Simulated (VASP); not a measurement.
# H11NO4 in VASP: a series of runs, part 2 of 2

VASP 6.6.1.

### Step 5. Single point, PBE+D3(BJ)

Input file INCAR:

```
  PREC = Accurate
  ENCUT = 520
  EDIFF = 1E-6
  ISMEAR = -1
  SIGMA = 0.05
  LREAL = Auto
  LASPH = True
  NELM = 60
  ALGO = Normal
  ISIF = 2
  LWAVE = False
  LCHARG = True
  GGA = PE
  IVDW = 12
  LELF = True
  LVHAR = True
  NBANDS = 34
```

Input file KPOINTS:

```
Automatic mesh
0
Gamma
  1 1 1
```

Input file POSCAR:

```
H11NO4
1.0
    5.2305400000      0.0000000000      0.0000000000
    0.0000000000      5.2305400000      0.0000000000
    0.0000000000      0.0000000000      5.2305400000
O H N
4 11 1
Direct
    0.0928202442      0.6436811496      0.1385898970
    0.5531933605      0.4330145645      0.4652483300
    0.4496476463      0.8039896454      0.7930156351
    0.2027515323      0.0941776566      0.3977409598
    0.2142035048      0.6604289423     -0.0097886643
    0.0116813943      0.4893758579      0.1782989902
    0.4317145075      0.2950938144      0.4112959656
    0.5708588406      0.5639379490      0.3363706233
    0.3768253373      0.9304584230      0.6850726694
    0.4753046531      0.6646158905      0.6718044408
    0.0711590008      0.1011750221      0.5447621087
    0.2069575990     -0.0841978075      0.3463122354
    0.7414913183     -0.0010323982     -0.2122151824
    0.9744882938      0.0747723944     -0.0191376034
    0.8137018358      0.2901612453     -0.1879729435
    0.8901375384      0.1127990609     -0.1999984705
```

Potentials or basis: VASP PAW PBE potentials, release 64 (O, H, N).

Launch:

```bash
> cat potpaw_PBE.64/O/POTCAR potpaw_PBE.64/H/POTCAR potpaw_PBE.64/N/POTCAR > POTCAR
> mpirun -np 1 vasp_gam > vasp.out
```

OUTCAR:

```text
PREC = Accurate
   ENCUT = 520
   EDIFF = 1E-6
   ISMEAR = -1
   LREAL = Auto
   LASPH = True
   NELM = 60
   ISIF = 2
   GGA = PE
   IVDW = 12
 IVDW          = 12

 ion  position               nearest neighbor table
   1  0.093  0.644  0.139-   6 0.94   5 1.01
   2  0.553  0.433  0.465-   8 0.97   7 1.00
   3  0.450  0.804  0.793-   9 0.95  10 0.98
   4  0.203  0.094  0.398-  12 0.97  11 1.03
   5  0.214  0.660  0.990-   1 1.01
   6  0.012  0.489  0.178-   1 0.94
   7  0.432  0.295  0.411-   2 1.00
   8  0.571  0.564  0.336-   2 0.97
   9  0.377  0.930  0.685-   3 0.95
  10  0.475  0.665  0.672-   3 0.98
  11  0.071  0.101  0.545-   4 1.03
  12  0.207  0.916  0.346-   4 0.97
  13  0.741  0.999  0.788-  16 0.98
  14  0.974  0.075  0.981-  16 1.06
  15  0.814  0.290  0.812-  16 1.01
  16  0.890  0.113  0.800-  13 0.98  15 1.01  14 1.06

  LATTYP: Found a simple cubic cell.
 ALAT       =     5.2305400000

  Lattice vectors:

[... 183 lines left out ...]

 val. band max:       -2.9699650787   @ k =   0.0000   0.0000   0.0000
 cond. band min:       1.5549703243   @ k =   0.0000   0.0000   0.0000
 fundamental gap:      4.5249354030
 Fermi energy:        -1.7796664655

 k-point     1 :       0.0000    0.0000    0.0000
  band No.  band energies     occupation
      1     -22.3910      2.00000
      2     -21.5892      2.00000
      3     -21.4264      2.00000
      4     -21.1888      2.00000
      5     -17.7422      2.00000
      6     -10.3511      2.00000
[... 24 lines left out ...]
     31       9.5212      0.00000
     32       9.6259      0.00000
 [bands above 32 left out]

------------------------ aborting loop because EDIFF is reached ----------------------------------------

 Edisp (eV)   -0.60707

 E8    (eV) :    -0.1236

  FORCE on cell =-STRESS in cart. coord.  units (eV):
  Direction    XX          YY          ZZ          XY          YZ          ZX
  --------------------------------------------------------------------------------------
  -------------------------------------------------------------------------------------
  Total       2.93414     5.13367     0.17606     0.64744     0.95790     0.66789
  in kB      32.85126    57.47770     1.97122     7.24885    10.72485     7.47780
  external pressure =       30.77 kB  Pullay stress =        0.00 kB

 VOLUME and BASIS-vectors are now :
 -----------------------------------------------------------------------------
  energy-cutoff  :      520.00
  volume of cell :      143.10
      direct lattice vectors                 reciprocal lattice vectors
     5.230540000  0.000000000  0.000000000     0.191184849  0.000000000  0.000000000
     0.000000000  5.230540000  0.000000000     0.000000000  0.191184849  0.000000000
     0.000000000  0.000000000  5.230540000     0.000000000  0.000000000  0.191184849

 POSITION                                       TOTAL-FORCE (eV/Angst)
 -----------------------------------------------------------------------------------
      0.48550      3.36680      0.72490         0.949998      2.639901     -0.335628
      2.89350      2.26490      2.43350         0.630592      0.130060      0.486984
      2.35190      4.20530      4.14790         0.111429     -0.721144      1.465409
      1.06050      0.49260      2.08040         0.151888      0.273396      0.238488
      1.12040      3.45440      5.17934        -0.568848     -0.550275      0.455545
      0.06110      2.55970      0.93260        -0.219135     -1.920795     -0.102525
[... 8 lines left out ...]
      4.25610      1.51770      4.24734         0.011647      0.392270     -0.154555
      4.65590      0.59000      4.18444         2.379090      1.107037      1.431766
 -----------------------------------------------------------------------------------
    total drift:                               -0.000430     -0.000983      0.006069

  FREE ENERGIE OF THE ION-ELECTRON SYSTEM (eV)
  ---------------------------------------------------
  free  energy   TOTEN  =       -78.4235929008 eV

  energy  without entropy=      -78.4235929007  energy(sigma->0) =      -78.42359290
```

OSZICAR:

```text
N       E                     dE             d eps       ncg     rms          rms(c)
DAV:   1     0.283986542640E+03    0.28399E+03   -0.22091E+04    68   0.109E+03
DAV:   2    -0.639624325398E+02   -0.34795E+03   -0.33517E+03    86   0.275E+02
DAV:   3    -0.861936572274E+02   -0.22231E+02   -0.22149E+02    88   0.751E+01
DAV:   4    -0.864396231981E+02   -0.24597E+00   -0.24563E+00    88   0.888E+00
DAV:   5    -0.864427174469E+02   -0.30942E-02   -0.30907E-02    88   0.962E-01    0.174E+01
DAV:   6    -0.781601085478E+02    0.82826E+01   -0.22291E+01    88   0.244E+01    0.668E+00
DAV:   7    -0.779316314890E+02    0.22848E+00   -0.12625E+00    88   0.541E+00    0.436E+00
DAV:   8    -0.778168162181E+02    0.11482E+00   -0.23715E-01    80   0.307E+00    0.508E-01
DAV:   9    -0.778143198757E+02    0.24963E-02   -0.24281E-02    88   0.851E-01    0.304E-01
DAV:  10    -0.778170049331E+02   -0.26851E-02   -0.86150E-03    80   0.466E-01    0.144E-01
DAV:  11    -0.778166439958E+02    0.36094E-03   -0.90487E-04    88   0.224E-01    0.437E-02
DAV:  12    -0.778165388777E+02    0.10512E-03   -0.24610E-04    72   0.932E-02    0.170E-02
DAV:  13    -0.778165260309E+02    0.12847E-04   -0.23558E-05    88   0.320E-02    0.757E-03
DAV:  14    -0.778165241693E+02    0.18616E-05   -0.32865E-06    72   0.121E-02    0.329E-03
DAV:  15    -0.778165240675E+02    0.10179E-06   -0.18160E-06    80   0.101E-02
   1 F= -.78423593E+02 E0= -.78423593E+02  d E =-.113702E-09
```

Wall time 21 s (1 thread of AMD EPYC 7R13 (Zen 3), shared host); peak memory 0.21 GiB.

Results:

| Item | Value |
| --- | --- |
| Free energy | -78.4236 eV |
| Pressure | 3.1 GPa |
| Largest force | 2.989 eV/Å |
| Band gap on the k mesh | 4.53 eV |
| Dispersion energy per atom | -0.038 eV |

Forces on the atoms (eV/Å):
```
O    0.950  2.640 -0.336
O    0.631  0.130  0.487
O    0.111 -0.721  1.465
O    0.152  0.273  0.238
H   -0.569 -0.550  0.456
H   -0.219 -1.921 -0.103
H   -0.306  0.219 -0.153
H   -0.180 -0.146 -0.599
H   -0.927  1.411 -0.776
H    0.352 -1.179 -0.396
H   -0.175  0.170  0.337
H   -0.327 -0.558 -0.648
H   -1.378 -1.433  0.001
H   -0.506  0.164 -1.251
H    0.012  0.392 -0.155
N    2.379  1.107  1.432
```

Levels at points of the mesh, in eV from the valence-band top:
```
           k point  band 16  band 17  band 18  band 19  band 20  band 21  band 22  band 23  band 24  band 25
(0.00, 0.00, 0.00)    -1.13    -0.96    -0.92    -0.54     0.00     4.53     8.32     8.75     8.94     9.55
```

Caveat: the k points lie up to 1.20 Å⁻¹ apart.

### Step 6. Single point, PBE+D3(BJ)

Input file INCAR:

```
PREC = Accurate ; ENCUT = 520
EDIFF = 1E-6 ; ISMEAR = -1
SIGMA = 0.05 ; LREAL = Auto
LASPH = True ; NELM = 60
ALGO = Normal ; ISIF = 2
LWAVE = False ; LCHARG = False
GGA = PE ; IVDW = 12
NBANDS = 34
```

Input file KPOINTS:

```
regular mesh
0
Gamma
  1 1 1
```

Input file POSCAR:

```
H11NO4
1.0
    5.2305400000      0.0000000000      0.0000000000
    0.0000000000      5.2305400000      0.0000000000
    0.0000000000      0.0000000000      5.2305400000
O H N
4 11 1
Direct
    0.0546023929      0.6800636263      0.1419738689
    0.5957319894      0.4218302508      0.4050442211
    0.4002072444      0.7510887977      0.8091325179
    0.2286188424      0.0682912281      0.4530698551
    0.1896171332      0.7094869746      0.0112416691
    0.1175978006      0.5352984587      0.2618658877
    0.4499344236      0.3072340523      0.3741869864
    0.6591288854      0.5005410531      0.2461696116
    0.3055133887      0.8760089780      0.6838299678
    0.4804284070      0.6195918586      0.6993159406
    0.0891112581      0.1104283688      0.5978541413
    0.1431974519     -0.0492109801      0.3264863666
    0.7813342408      0.0014721233     -0.2112974951
    0.9617362643      0.2058487269     -0.0297483625
    0.8116370394      0.3163918066     -0.2808887801
    0.9048778902      0.1633292165     -0.2119284051
```

Potentials or basis: VASP PAW PBE potentials, release 64 (O, H, N).

Launch:

```bash
> cat potpaw_PBE.64/O/POTCAR potpaw_PBE.64/H/POTCAR potpaw_PBE.64/N/POTCAR > POTCAR
> mpirun -np 1 vasp_gam > vasp.out
```

Wall time 18 s (1 thread of AMD EPYC 7R13 (Zen 3), shared host); peak memory 0.21 GiB.

The run converged. Its results:

- Free energy: -78.6156 eV
- Pressure: -0.9 GPa
- Largest force: 2.771 eV/Å
- Band gap on the k mesh: 4.45 eV
- Dispersion energy per atom: -0.038 eV

Forces in eV/Å, atoms in the order of the input:
```
O   -0.436 -1.665  2.171
O    0.588  0.716 -0.147
O   -0.246  0.698 -0.704
O   -0.110 -0.127 -0.801
H    0.706 -0.497 -0.354
H   -0.534  1.751 -1.530
H   -0.150 -0.565 -0.080
H   -0.339 -0.163  0.448
H    1.353 -0.950  0.207
H   -0.372  0.385 -0.190
H   -0.124  0.362 -0.096
H    0.368  0.112  0.417
H    0.651  1.432  0.296
H   -0.090 -0.262 -0.036
H   -0.578  0.315 -0.405
N   -0.687 -1.543  0.804
```

Stress tensor (GPa, compression positive):
```
 1.36 -0.98 -2.30
-0.98 -3.23  1.58
-2.30  1.58 -0.93
```

Levels at points of the mesh, in eV from the valence-band top:
```
           k point  band 18  band 19  band 20  band 21  band 22  band 23
(0.00, 0.00, 0.00)    -0.44    -0.40     0.00     4.45     8.11     8.23
```

Caveat: the k points lie up to 1.20 Å⁻¹ apart.
